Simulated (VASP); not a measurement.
# ZnS (I-4m2) in VASP: a series of runs

ZnS is run at these levels: r2SCAN; tasks: single point.

All numbers are computed with VASP 6.6.1; they aren't measurements. Logs are shortened: lines on timing, memory, paths and dates and some standing lists are left out, and cuts for length are marked.

### 1 The cell of the first run

The structure is tetragonal, space group I-4m2 (No. 119). Conventional cell: a = 3.753 Å, b = 3.753 Å, c = 5.470 Å, α = 90.00°, β = 90.00°, γ = 90.00°. Within 3.1 Å of Zn (site symmetry -4m2) lie 4 S at 2.32 Å. Within 3.1 Å of S (site symmetry -4m2) lie 4 Zn at 2.32 Å.

### 2 Single point, r2SCAN (strain -0.015 along x and y, +0.015 along z)

Contents of POSCAR:

```
ZnS
1.0
    0.0000000000      2.6540954973      2.7349308931
    2.6540954973      0.0000000000      2.7349308931
    2.6540954973      2.6540954973      0.0000000000
Zn S
1 1
Direct
    0.0000000000      0.0000000000      0.0000000000
    0.7500000000      0.7500000000      0.7500000000
```

Contents of INCAR.step1:

```
SYSTEM = ZnS
ALGO = Normal ; EDIFF = 1E-4
ENCUT = 520 ; GGA = PE
ISMEAR = 0 ; LASPH = .True.
LCHARG = .False. ; LREAL = .False.
LWAVE = .True. ; NBANDS = 16
NELM = 60 ; PREC = Accurate
SIGMA = 0.05
```

Contents of INCAR.step2:

```
SYSTEM = ZnS
ALGO = Normal ; EDIFF = 1E-6
ENCUT = 520 ; ISIF = 2
ISMEAR = 0 ; ISTART = 1
LASPH = .True. ; LCHARG = .True.
LELF = .True. ; LMIXTAU = .True.
LREAL = .False. ; LVHAR = .True.
LWAVE = .False. ; METAGGA = R2SCAN
NBANDS = 16 ; NELM = 60
PREC = Accurate ; SIGMA = 0.05
```

Contents of KPOINTS:

```
k-points
0
Gamma
  8 8 8
  0 0 0
```

Potentials or basis: VASP PAW PBE potentials, release 64 (Zn, S).

Command:

```console
> cat potpaw_PBE.64/Zn/POTCAR potpaw_PBE.64/S/POTCAR > POTCAR
> cp INCAR.step1 INCAR
> mpirun -np 1 vasp_std > vasp.out
> cp INCAR.step2 INCAR
> mpirun -np 1 vasp_std > vasp.out
```

OUTCAR:

```text
SYSTEM = ZnS
   EDIFF = 1E-6
   ENCUT = 520
   ISIF = 2
   ISMEAR = 0
   ISTART = 1
   LASPH = .True.
   LREAL = .False.
   METAGGA = R2SCAN
   NELM = 60
   PREC = Accurate

 ion  position               nearest neighbor table
   1  0.000  0.000  0.000-   2 2.32   2 2.32   2 2.32   2 2.32
   2  0.750  0.750  0.750-   1 2.32   1 2.32   1 2.32   1 2.32

  LATTYP: Found a body centered tetragonal cell.
 ALAT       =     3.7534578481
 C/A-ratio  =     1.4572860566

  Lattice vectors:

 A1 = (  -2.6540954973,   0.0000000000,   2.7349308931)
 A2 = (   2.6540954973,   0.0000000000,   2.7349308931)
 A3 = (   0.0000000000,   2.6540954973,  -2.7349308931)

Analysis of symmetry for initial positions (statically):
=====================================================================
 Subroutine PRICEL returns:
 Original cell was already a primitive cell.

 Routine SETGRP: Setting up the symmetry group for a
 body centered tetragonal supercell.

 Subroutine GETGRP returns: Found  8 space group operations
 (whereof  8 operations were pure point group operations)
 out of a pool of 16 trial point group operations.

The static configuration has the point symmetry D_2d.

Analysis of symmetry for dynamics (positions and initial velocities):
=====================================================================
 Subroutine PRICEL returns:
 Original cell was already a primitive cell.

 Routine SETGRP: Setting up the symmetry group for a
 body centered tetragonal supercell.

 Subroutine GETGRP returns: Found  8 space group operations
 (whereof  8 operations were pure point group operations)
 out of a pool of 16 trial point group operations.

The dynamic configuration has the point symmetry D_2d.

 Subroutine INISYM returns: Found  8 space group operations
 (whereof  8 operations are pure point group operations),
 and found     1 'primitive' translations

----------------------------------------------------------------------------------------

                                     Primitive cell

  volume of cell :      38.5309

  direct lattice vectors                    reciprocal lattice vectors
     0.000000000  2.654095497  2.734930893    -0.188388097  0.188388097  0.182819976
     2.654095497  0.000000000  2.734930893     0.188388097 -0.188388097  0.182819976
     2.654095497  2.654095497  0.000000000     0.188388097  0.188388097 -0.182819976

  length of vectors
     3.811045775  3.811045775  3.753457848     0.323114985  0.323114985  0.323114985

  position of ions in fractional coordinates (direct lattice)
     0.000000000  0.000000000  0.000000000
     0.750000000  0.750000000  0.750000000

  ion indices of the primitive-cell ions
   primitive index   ion index
                 1           1
                 2           2

----------------------------------------------------------------------------------------

 KPOINTS: k-points

Automatic generation of k-mesh.
 Grid dimensions read from file:
 generate k-points for:    8    8    8

 Generating k-lattice:

  Cartesian coordinates                     Fractional coordinates (reciprocal lattice)
    -0.023548512  0.023548512  0.022852497     0.125000000  0.000000000  0.000000000
     0.023548512 -0.023548512  0.022852497     0.000000000  0.125000000  0.000000000
     0.023548512  0.023548512 -0.022852497     0.000000000  0.000000000  0.125000000

  Length of vectors
     0.040389373  0.040389373  0.040389373

  Shift w.r.t. Gamma in fractional coordinates (k-lattice)
     0.000000000  0.000000000  0.000000000

 Subroutine IBZKPT returns following result:
 ===========================================

 Found     59 irreducible k-points:

 Following reciprocal coordinates:
            Coordinates               Weight
  0.000000  0.000000  0.000000      1.000000
  0.125000 -0.000000  0.000000      8.000000
  0.250000 -0.000000  0.000000      8.000000
  0.375000  0.000000  0.000000      8.000000
  0.500000 -0.000000  0.000000      4.000000
  0.125000  0.125000  0.000000      2.000000
[... 16 lines left out ...]
  0.250000 -0.000000  0.125000     16.000000
  0.375000  0.000000  0.125000     16.000000
 [... further k-points ...]
   k-points           NKPTS =     59   k-points in BZ     NKDIM =     59   number of bands    NBANDS=     16
   number of dos      NEDOS =    301   number of ions     NIONS =      2
   total plane-waves  NPLWV =  21952
   dimension x,y,z NGX =    28 NGY =   28 NGZ =   28
   dimension x,y,z NGXF=    56 NGYF=   56 NGZF=   56
   ions per type =               1   1
   NGX,Y,Z   is equivalent  to a cutoff of  12.21, 12.21, 12.40 a.u.
   NGXF,Y,Z  is equivalent  to a cutoff of  24.43, 24.43, 24.80 a.u.
 SYSTEM =  ZnS
   PREC   = accura    normal or accurate (medium, high low for compatibility)
   ISTART =      1    job   : 0-new  1-cont  2-samecut
   ICHARG =      0    charge: 1-file 2-atom 10-const
   ISPIN  =      1    spin polarized calculation?
   LNONCOLLINEAR =      F non collinear calculations
   LSORBIT =      F    spin-orbit coupling
   LASPH  =      T    aspherical Exc in radial PAW
   ENCUT  =  520.0 eV  38.22 Ry    6.18 a.u.   7.09  7.09  6.98*2*pi/ulx,y,z
   NELM   =     60;   NELMIN=  2; NELMDL=  0     # of ELM steps
   EDIFF  = 0.1E-05   stopping-criterion for ELM
   LREAL  =      F    real-space projection
   EDIFFG = 0.1E-04   stopping-criterion for IOM
   NSW    =      0    number of steps for IOM
   IBRION =     -1    ionic relax: 0-MD 1-quasi-New 2-CG
   NFREE  =      0    steps in history (QN), initial steepest desc. (CG)
   ISIF   =      2    stress and relaxation
   ISYM   =      2    0-nonsym 1-usesym 2-fastsym
   POTIM  = 0.5000    time-step for ionic-motion
   TEBEG  =    0.0;   TEEND  =   0.0 temperature during run
   PSTRESS=    0.0 pullay stress
   NELECT =      18.0000    total number of electrons
   NUPDOWN=      -1.0000    fix difference up-down
   EMIN   =  10.00;   EMAX   =-10.00  energy-range for DOS
   EFERMI =   0.00;   METHOD = LEGACY
   ISMEAR =     0;   SIGMA  =   0.05  broadening in eV -4-tet -1-fermi 0-gaus
   EFERMI_NEDOS =   21; number of points for ismear=-14 and -15
   IALGO  =     38    algorithm
   IMIX   =      4    mixing-type and parameters
     AMIX     =   0.40;   BMIX     =  1.00
     AMIX_MAG =   1.60;   BMIX_MAG =  1.00
  volume/ion in A,a.u.               =      19.27       130.01
  Fermi-wavevector in a.u.,A,eV,Ry     =   1.270269  2.400461 21.954149  1.613584
  Thomas-Fermi vector in A             =   2.403266
   LORBIT       =      0    0 simple, 1 ext, 2 COOP (PROOUT), +10 PAW based schemes
   METAGGA = R2SCAN    functional components
   LHFCALC =     F    Hartree Fock is set to
   AEXX    =    0.0000 exact exchange contribution
   IVDW    =     0    specifies the selected vdW correction
   LEPSILON=     F    determine dielectric tensor
   LRPA    =     F    only Hartree local field effects (RPA)
 non-spin polarized calculation
 Gauss-broadening in eV      SIGMA  =   0.05
  energy-cutoff  :      520.00
  volume of cell :       38.53
 maximum number of plane-waves:      1054
   NGX = 15   NGY = 15   NGZ = 13

 number of electron      18.0000022 magnetization

 Free energy of the ion-electron system (eV)
  ---------------------------------------------------
  ext. energy  EPLUGINS =         0.00000000
  ---------------------------------------------------
  free energy    TOTEN  =       -18.86096164 eV

  energy without entropy =      -18.86096164  energy(sigma->0) =      -18.86096164

 E-fermi :   2.3428     XC(G=0): -10.4050

 val. band max:        2.0941956793   @ k =   0.0000   0.0000   0.0000
 cond. band min:       4.8386590846   @ k =   0.0000   0.0000   0.0000
 fundamental gap:      2.7444634053
 Fermi energy:         2.3428462457

 k-point     1 :       0.0000    0.0000    0.0000
  band No.  band energies     occupation
      1     -11.7905      2.00000
      2      -4.5521      2.00000
      3      -4.5334      2.00000
      4      -4.5334      2.00000
      5      -3.9684      2.00000
      6      -3.9605      2.00000
[... 8 lines left out ...]
     15      14.6507      0.00000
     16      14.7620      0.00000

 k-point     2 :       0.1250   -0.0000    0.0000
  band No.  band energies     occupation
      1     -11.6660      2.00000
      2      -4.5425      2.00000
      3      -4.5191      2.00000
      4      -4.5094      2.00000
      5      -3.9690      2.00000
      6      -3.9633      2.00000
[... 8 lines left out ...]
     15      13.9719      0.00000
     16      15.5460      0.00000

 k-point     3 :       0.2500   -0.0000    0.0000
  band No.  band energies     occupation
      1     -11.3404      2.00000
      2      -4.4943      2.00000
      3      -4.4682      2.00000
      4      -4.4557      2.00000
      5      -3.9632      2.00000
      6      -3.9621      2.00000
[... 8 lines left out ...]
     15      13.6546      0.00000
     16      14.9675      0.00000

 k-point     4 :       0.3750    0.0000    0.0000
  band No.  band energies     occupation
      1     -10.9700      2.00000
      2      -4.4360      2.00000
      3      -4.4108      2.00000
      4      -4.2581      2.00000
      5      -3.9500      2.00000
      6      -3.9398      2.00000
[... 8 lines left out ...]
     15      14.7388      0.00000
     16      14.9425      0.00000
[... 324 lines left out ...]
 k-point    22 :       0.1250    0.0000    0.1250
  band No.  band energies     occupation
      1     -11.6214      2.00000
      2      -4.5551      2.00000
      3      -4.5115      2.00000
      4      -4.4894      2.00000
      5      -3.9798      2.00000
      6      -3.9536      2.00000
[... 8 lines left out ...]
     15      14.4346      0.00000
     16      16.1616      0.00000

 k-point    23 :       0.2500   -0.0000    0.1250
  band No.  band energies     occupation
      1     -11.3597      2.00000
      2      -4.5469      2.00000
      3      -4.4585      2.00000
      4      -4.4331      2.00000
      5      -3.9884      2.00000
      6      -3.9412      2.00000
[... 8 lines left out ...]
     15      14.4878      0.00000
     16      16.5003      0.00000

 k-point    24 :       0.3750    0.0000    0.1250
  band No.  band energies     occupation
      1     -10.9983      2.00000
      2      -4.4572      2.00000
      3      -4.4004      2.00000
      4      -4.3347      2.00000
      5      -3.9636      2.00000
      6      -3.9254      2.00000
[... 8 lines left out ...]
     15      15.3888      0.00000
     16      15.9430      0.00000

 [... further k-points ...]
[... 5 lines left out ...]
  --------------------------------------------------------------------------------------
  -------------------------------------------------------------------------------------
  Total        0.4076192      0.4076192      0.0932607      0.0000000     -0.0000000      0.0000000
  in kB       16.9494567     16.9494567      3.8779287      0.0000000     -0.0000000      0.0000000
  external PRESSURE =      12.5922807 kB  Pullay stress =       0.0000000 kB

 VOLUME and BASIS-vectors are now :
 -----------------------------------------------------------------------------
  energy-cutoff  :      520.00
  volume of cell :       38.53
      direct lattice vectors                 reciprocal lattice vectors
     0.000000000  2.654095497  2.734930893    -0.188388097  0.188388097  0.182819976
     2.654095497  0.000000000  2.734930893     0.188388097 -0.188388097  0.182819976
     2.654095497  2.654095497  0.000000000     0.188388097  0.188388097 -0.182819976

 POSITION                                       TOTAL-FORCE (eV/Angst)
 -----------------------------------------------------------------------------------
      0.00000      0.00000      0.00000         0.000000      0.000000      0.000000
      3.98114      3.98114      4.10240        -0.000000     -0.000000     -0.000000
 -----------------------------------------------------------------------------------
    total drift:                               -0.000016     -0.000016     -0.000000

  FREE ENERGIE OF THE ION-ELECTRON SYSTEM (eV)
  ---------------------------------------------------
  free  energy   TOTEN  =       -18.8609616388 eV

  energy  without entropy=      -18.8609616388  energy(sigma->0) =      -18.86096164
```

It took 67 s on 1 thread of Intel Xeon 6975P-C (Granite Rapids), shared host; peak memory 0.18 GiB.

Results:

- Free energy: -18.8610 eV
- Pressure: 1.3 GPa
- Band gap on the k mesh: 2.74 eV

Stress tensor (GPa, compression positive):
```
1.69 0.00 0.00
0.00 1.69 0.00
0.00 0.00 0.39
```

Caveat: the cell differs from its parent crystal (strain -0.015 along x and y, +0.015 along z); the PAW data sets were made with another functional, which shifts forces and pressure a little.

### 3 Single point, r2SCAN (strain -0.015 along x and y, +0.030 along z)

Contents of POSCAR:

```
ZnS
1.0
    0.0000000000      2.6540954973      2.7753485911
    2.6540954973      0.0000000000      2.7753485911
    2.6540954973      2.6540954973      0.0000000000
Zn S
1 1
Direct
    0.0000000000      0.0000000000      0.0000000000
    0.7500000000      0.7500000000      0.7500000000
```

Contents of INCAR.step1:

```
SYSTEM = ZnS
ALGO = Normal
EDIFF = 1E-4
ENCUT = 520
GGA = PE
ISMEAR = 0
LASPH = .TRUE.
LCHARG = .FALSE.
LREAL = .FALSE.
LWAVE = .TRUE.
NBANDS = 16
NELM = 80
PREC = Accurate
SIGMA = 0.05
```

Contents of INCAR.step2:

```
SYSTEM = ZnS
ALGO = Normal
EDIFF = 1E-7
ENCUT = 520
ISIF = 2
ISMEAR = 0
ISTART = 1
LASPH = .TRUE.
LCHARG = .FALSE.
LMIXTAU = .TRUE.
LREAL = .FALSE.
LWAVE = .FALSE.
METAGGA = R2SCAN
NBANDS = 16
NELM = 80
PREC = Accurate
SIGMA = 0.05
```

Contents of KPOINTS:

```
k-points
0
G
  8 8 8
  0 0 0
```

Potentials or basis: VASP PAW PBE potentials, release 64 (Zn, S).

Command:

```console
> cat potpaw_PBE.64/Zn/POTCAR potpaw_PBE.64/S/POTCAR > POTCAR
> cp INCAR.step1 INCAR
> mpirun -np 1 vasp_std > vasp.out
> cp INCAR.step2 INCAR
> mpirun -np 1 vasp_std > vasp.out
```

Wall time 91 s (1 thread of Intel Xeon 6975P-C (Granite Rapids), shared host); peak memory 0.18 GiB.

It converged, with:

| Item | Value |
| --- | --- |
| Free energy | -18.8590 eV |
| Pressure | 0.1 GPa |
| Band gap on the k mesh | 2.65 eV |

Stress tensor (GPa, compression positive):
```
 0.76  0.00  0.00
 0.00  0.76  0.00
 0.00  0.00 -1.33
```

Levels at points of the mesh, in eV from the valence-band top:
| k point | band 5 | band 6 | band 7 | band 8 | band 9 | band 10 | band 11 | band 12 | band 13 | band 14 |
| --- | --- | --- | --- | --- | --- | --- | --- | --- | --- | --- |
| (0.00, 0.00, 0.00) | -6.04 | -6.03 | -0.18 | 0.00 | 0.00 | 2.65 | 6.85 | 6.85 | 6.85 | 11.79 |
| (0.50, 0.00, 0.00) | -6.00 | -5.84 | -5.50 | -1.09 | -0.82 | 3.74 | 7.18 | 7.54 | 9.41 | 12.82 |
| (0.50, 0.50, 0.00) | -5.96 | -5.87 | -4.88 | -2.20 | -2.20 | 3.83 | 4.73 | 11.41 | 12.89 | 12.89 |
| (0.50, 0.00, 0.50) | -5.96 | -5.79 | -4.61 | -2.49 | -2.39 | 3.58 | 4.28 | 11.93 | 12.52 | 12.85 |

Caveat: the cell differs from its parent crystal (strain -0.015 along x and y, +0.030 along z); the PAW data sets were made with another functional, which shifts forces and pressure a little.

(Part 1 of 2 ends here.)
